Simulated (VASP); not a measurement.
# C: single point with PBEsol

Crystal: C.

```
C
1.0
     1.25211    0.72291    3.41266
    -1.25211    0.72291    3.41266
     0.00000   -1.44582    3.41266
C
2
Cartesian
  0.0000 0.0000 8.5589
  0.0000 0.0000 1.6790
```

```json
{
 "Program": "VASP 6.6.1",
 "Task": "single point",
 "Functional": "PBEsol",
 "Potentials or basis": "VASP PAW PBE potentials, release 64 (C)",
 "Cutoff": "520 eV",
 "k mesh": "14 × 14 × 14",
 "Occupations": "fermi-dirac, width 0.15 eV",
 "Spin": "no spin polarisation",
 "Dipole correction": "no",
 "Further INCAR settings": "ALGO = Normal; EDIFF = 1e-07; NBANDS = 11"
}
```

* Pressure: -13.2 GPa
* Largest force: 0.892 eV/Å

Forces in eV/Å, atoms in the order of the input:
```
C    0.000  0.000 -0.892
C    0.000  0.000  0.892
```

Stress tensor (GPa, compression positive):
```
-20.03   0.00   0.00
  0.00 -20.03   0.00
  0.00   0.00   0.37
```

Wall time 2.4 min on 1 thread of Intel Xeon 8259CL, on a shared host, peak memory 0.18 GiB.

Caveat: the cell stands under tension; this functional lacks dispersion, which binds the layers, so the pressure and a relaxed spacing across them are unreliable; the PAW data sets were made with another functional, which shifts forces and pressure a little.
